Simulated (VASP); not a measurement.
A run of VASP 6.6.1 is set up as follows.

The input INCAR:

```
ALGO     = Normal         # electronic algorithm
EDIFF    = 1E-6           # SCF threshold, eV
ENCUT    = 600            # plane-wave cutoff, eV
GGA      = PE             # functional
GGA_COMPAT= False        
ISIF     = 2              # what is computed and relaxed
ISMEAR   = 0              # smearing method
LASPH    = True           # aspherical terms in the spheres
LCHARG   = False          # write CHGCAR
LREAL    = False          # projectors in reciprocal space
LWAVE    = False          # write WAVECAR
NBANDS   = 115            # bands
NELM     = 120            # most SCF steps
PREC     = Accurate       # precision mode
SIGMA    = 0.2            # smearing width, eV
```

Contents of KPOINTS:

```
k-points
0
Gamma
  4 3 3
```

Contents of POSCAR:

```
Ba2Tl5V3O12
1.0
    0.0000000000      0.0000000000      6.9212780000
    8.1542137957      0.0000000000      0.0000000000
   -4.0771068978      7.0617562949      0.0000000000
Ba V Tl O
2 3 5 12
Direct
    0.2355200000      0.0000000000      0.0000000000
    0.7644800000      0.0000000000      0.0000000000
    0.0000000000      0.5000000000      0.0000000000
    0.0000000000      0.0000000000      0.5000000000
    0.0000000000      0.5000000000      0.5000000000
    0.5000000000      0.5000000000      0.0000000000
    0.5000000000      0.0000000000      0.5000000000
    0.5000000000      0.5000000000      0.5000000000
    0.2248920000      0.3333333333      0.6666666667
    0.7751080000      0.6666666667      0.3333333333
    0.8144420000      0.3388990000      0.3433360000
    0.8144420000      0.6566640000      0.9955630000
    0.8144420000      0.0044370000      0.6611010000
    0.1855580000      0.3433360000      0.3388990000
    0.1855580000      0.9955630000      0.6566640000
    0.1855580000      0.6611010000      0.0044370000
    0.1855580000      0.6611010000      0.6566640000
    0.1855580000      0.3433360000      0.0044370000
    0.1855580000      0.9955630000      0.3388990000
    0.8144420000      0.6566640000      0.6611010000
    0.8144420000      0.0044370000      0.3433360000
    0.8144420000      0.3388990000      0.9955630000
```

Potentials or basis: VASP PAW PBE potentials, release 64 (Ba_sv, V_sv, Tl_d, O).

Launch:

```sh
$ cat potpaw_PBE.64/Ba_sv/POTCAR potpaw_PBE.64/V_sv/POTCAR potpaw_PBE.64/Tl_d/POTCAR potpaw_PBE.64/O/POTCAR > POTCAR
$ mpirun -np 1 vasp_std > vasp.out
```

Problem. Estimate the pressure.

Solution. 0.7 GPa.

Problem. Estimate the largest force.

Solution. 0.110 eV/Å.

Problem. What does it give for the band gap on the k mesh?

Solution. Zero (bands 98 and 99 overlap by 0.97 eV).

Forces in eV/Å, atoms in the order of the input:
```
Ba   0.000  0.000  0.110
Ba   0.000  0.000 -0.110
V    0.000  0.000  0.000
V    0.000  0.000  0.000
V    0.000  0.000  0.000
Tl   0.000  0.000  0.000
Tl   0.000  0.000  0.000
Tl   0.000  0.000  0.000
Tl   0.000  0.000 -0.016
Tl   0.000  0.000  0.016
O    0.030 -0.007 -0.014
O   -0.009  0.030 -0.014
O   -0.021 -0.022 -0.014
O   -0.021  0.022  0.014
O    0.030  0.007  0.014
O   -0.009 -0.030  0.014
O   -0.030  0.007  0.014
O    0.009 -0.030  0.014
O    0.021  0.022  0.014
O    0.021 -0.022 -0.014
O   -0.030 -0.007 -0.014
O    0.009  0.030 -0.014
```

Caveat: spin-orbit coupling is left out, which moves the levels of the heavy elements; the run has no spin polarisation, though such a crystal can be magnetic; semilocal functionals often make such compounds metallic where correlation or magnetic order opens a gap, which also shifts bond lengths. With open d or f shells a metallic result of PBE can be an artefact of self-interaction; +U or a hybrid may open a gap.
